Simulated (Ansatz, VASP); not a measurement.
**One calculation of Ta, two programs**

```
Ta
1.0
     3.25285    0.00000    0.00000
     0.00000    3.25285    0.00000
     0.00000    0.00000   20.21340
Ta
4
Direct
  0.50000 0.50000 0.19789
  0.00000 0.00000 0.27835
  0.50000 0.50000 0.35802
  0.00000 0.00000 0.43107
```

Alike in both runs: task single point; functional LDA; k mesh 8 × 8 × 1; occupations gaussian, width 0.1 eV; no spin polarisation.

|  | VASP | Ansatz |
| --- | --- | --- |
| version | VASP 6.6.1 | Ansatz 0.2.0 |
| potentials or method | VASP PAW LDA potentials, release 64 (Ta_pv), cutoff 520 eV | scalar-relativistic, plane waves, PAW |
| valence electrons in the cell | 44 | 52 |

VASP gave:

```
gap on the k mesh at the Fermi level (eV)  : none
rms of the force components (eV/Å)         : 0.319
work function, face that differs most (eV) : 4.22
```

Q: What did Ansatz give for the same quantities?

A: gap on the k mesh at the Fermi level (eV): none; rms of the force components (eV/Å): 0.325; work function, face that differs most (eV): 4.23.

Ansatz warns that its potentials were made for another functional, while VASP's fit it. LDA's correlation is that of Perdew and Zunger in VASP and of Perdew and Wang (1992) in Ansatz. Atom by atom the forces differ by 0.024 eV/Å (rms over components). A gap of «none» marks a metal or a gap that the smearing closes. VASP's potentials hold 44 valence electrons a cell and Ansatz's 52, so a difference there can come from the potentials and not from the codes. Ansatz's warnings: vacuum below fermi.

Spin-orbit coupling is off throughout.
